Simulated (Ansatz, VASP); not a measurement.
**PbSe: VASP beside Ansatz**

INCAR

```
ALGO = Normal
EDIFF = 1E-6
ENCUT = 520
GGA = PS
ISIF = 2
ISMEAR = -1
LASPH = T
LCHARG = F
LREAL = F
LWAVE = F
NBANDS = 17
NELM = 80
PREC = Accurate
SIGMA = 0.02
```

Contents of KPOINTS:

```
k-points
0
Gamma
  7 7 7
```

POSCAR

```
PbSe
1.0
    0.0000000000      3.0723233306      3.0723233306
    3.0723233306      0.0000000000      3.0723233306
    3.0723233306      3.0723233306      0.0000000000
Pb Se
1 1
Direct
    0.0000000000      0.0000000000      0.0000000000
    0.5000000000      0.5000000000      0.5000000000
```

Input for Ansatz:

```yaml
crystal:
  lattice:
    - [0.0, 3.0723233306, 3.0723233306]
    - [3.0723233306, 0.0, 3.0723233306]
    - [3.0723233306, 3.0723233306, 0.0]
  atoms:
    - { symbol: Pb, position: [0.0, 0.0, 0.0] }
    - { symbol: Se, position: [0.5, 0.5, 0.5] }
kpoints:
  mp_grid: { grid: [7, 7, 7] }
  band_path:
    path:
      - [0.0, 0.0, 0.0]
      - [0.5, 0.0, 0.5]
      - [0.625, 0.25, 0.625]
      - [0.375, 0.375, 0.75]
      - [0.0, 0.0, 0.0]
      - [0.5, 0.5, 0.5]
      - [0.5, 0.25, 0.75]
      - [0.5, 0.0, 0.5]
    npoints: 5
scf:
  occupations: { method: fermi_dirac, width: 0.02 }
hamiltonian:
  xc: pbesol
  pseudopotentials: { kind: all_electron, lapw: { basis_error: 0.0005 } }
output:
  forces: true
  stress: true
  eigenvalues: true
```

Change from the starting cell: volume scaled by 1.01.

Alike in both runs: task single point; functional PBEsol; k mesh 7 × 7 × 7; occupations fermi-dirac, width 0.02 eV; no spin polarisation.

```csv
,VASP,Ansatz
version,VASP 6.6.1,Ansatz 0.2.0
potentials or method,"VASP PAW PBE potentials, release 64 (Pb_d, Se), cutoff 520 eV","all-electron LAPW, scalar-relativistic"
```

```tsv
	VASP	Ansatz	Ansatz less VASP
pressure (GPa)	-1.1	-1.1	+0.02
```

VASP's potentials were made for PBE, not for PBEsol. Ansatz ran all-electron here, and VASP with PAW potentials.

Neither program's run includes spin-orbit coupling.
